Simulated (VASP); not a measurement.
## GaSb: single point with PBEsol

GaSb:

```xyz
2
Lattice="0.0000 3.1202 3.0590 3.0590 0.0000 3.0590 3.0590 3.1202 0.0000" Properties=species:S:1:pos:R:3 pbc="T T T"
Ga    0.0000    0.0000    0.0000
Sb    4.5885    4.6803    4.5885
```

This cell differs from its parent crystal: strain +0.0200 x Voigt [0, 1, 0, 0, 0, 0].

```yaml
Program: VASP 6.6.1
Task: single point
Functional: PBEsol
Potentials_or_basis: VASP PAW PBE potentials, release 64 (Ga_d, Sb)
Cutoff: 520 eV
k_mesh: 14 × 14 × 14
Occupations: gaussian, width 0.15 eV
Spin: no spin polarisation
```

```json
{"Pressure": "-1.0 GPa", "Band gap on the k mesh": "zero (filled and empty bands touch)"}
```

Stress tensor (GPa, compression positive):
```
-0.74  0.00  0.00
 0.00 -1.64  0.00
 0.00  0.00 -0.74
```

Levels at points of the mesh, in eV from the Fermi level:
```tsv
k point	band 5	band 6	band 7	band 8	band 9	band 10	band 11	band 12	band 13	band 14
(0.00, 0.00, 0.00)	-15.03	-11.49	-0.27	-0.20	-0.08	-0.08	2.63	2.63	2.68	5.49
(0.50, 0.00, 0.00)	-15.03	-9.91	-6.42	-1.32	-1.17	0.18	3.55	3.65	6.21	8.98
(0.50, 0.50, 0.00)	-15.03	-9.08	-6.83	-2.69	-2.67	0.69	1.04	8.39	8.41	9.69
(0.50, 0.00, 0.50)	-15.03	-9.15	-6.92	-2.56	-2.56	0.84	1.16	8.40	8.40	9.64
```

Wall time 71 s on 1 thread of Intel(R) Xeon(R) 6975P-C (Granite Rapids) (shared host), peak memory 0.36 GiB.

Caveat: the cell differs from its parent crystal (strain +0.0200 x Voigt [0, 1, 0, 0, 0, 0]); semilocal functionals underestimate gaps, so a narrow gap can read as zero; the PAW data sets were made with another functional, which shifts forces and pressure a little; spin-orbit coupling is left out, which moves the levels of the heavy elements.
